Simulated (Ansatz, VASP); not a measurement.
## One calculation of LiF, two programs

The input INCAR:

```
ALGO = Normal
EDIFF = 1E-7
ENCUT = 520
ISIF = 2
ISMEAR = 0
LASPH = True
LCHARG = True
LELF = True
LREAL = False
LVHAR = True
LWAVE = False
NBANDS = 18
NELM = 80
PREC = Accurate
SIGMA = 0.05
```

File KPOINTS:

```
k-points
0
Gamma
  9 9 6
```

Contents of POSCAR:

```
LiF
1.0
    3.0609398175      0.0000000000      0.0000000000
   -1.5304699087      2.6508516414      0.0000000000
    0.0000000000      0.0000000000      4.6631048329
Li F
2 2
Direct
    0.3333333333      0.6666666667      0.3811542600
    0.6666666667      0.3333333333      0.8811542600
    0.3333333333      0.6666666667      0.9938437400
    0.6666666667      0.3333333333      0.4938437400
```

Input for Ansatz:

```yaml
crystal:
  lattice:
    - [3.0609398175, 0.0, 0.0]
    - [-1.5304699087, 2.6508516414, 0.0]
    - [0.0, 0.0, 4.6631048329]
  atoms:
    - { symbol: Li, position: [0.3333333333, 0.6666666667, 0.38115426] }
    - { symbol: Li, position: [0.6666666667, 0.3333333333, 0.88115426] }
    - { symbol: F, position: [0.3333333333, 0.6666666667, 0.99384374] }
    - { symbol: F, position: [0.6666666667, 0.3333333333, 0.49384374] }
basis:
  ecutwfc: 420
kpoints:
  mp_grid: { grid: [9, 9, 6] }
hamiltonian:
  xc: lda
scf:
  occupations: { method: gaussian, width: 0.05 }
output:
  forces: true
  stress: true
  eigenvalues: true
```

Change from the starting cell: strain +0.000 along x and y, -0.030 along z, atoms carried along.

Alike in both runs: task single point; functional LDA; k mesh 9 × 9 × 6; occupations gaussian, width 0.05 eV; no spin polarisation.

|  | VASP | Ansatz |
| --- | --- | --- |
| version | VASP 6.6.1 | Ansatz 0.2.0 |
| potentials or method | VASP PAW LDA potentials, release 64 (Li_sv, F), cutoff 520 eV | scalar-relativistic, plane waves, PAW |
| valence electrons in the cell | 20 | 20 |

|  | VASP | Ansatz | Ansatz less VASP |
| --- | --- | --- | --- |
| gap on the k mesh at the Fermi level (eV) | 7.72 | 7.74 | +0.016 |
| least direct gap on the mesh (eV) | 7.72 | 7.74 | +0.016 |
| rms of the force components (eV/Å) | 0.078 | 0.076 | -0.0021 |

LDA's correlation is that of Perdew and Zunger in VASP and of Perdew and Wang (1992) in Ansatz. Atom by atom the forces differ by 0.002 eV/Å (rms over components).

Noted on VASP's run: the cutoff is under 1.25 times that of the potentials, so the pressure is a little rough.
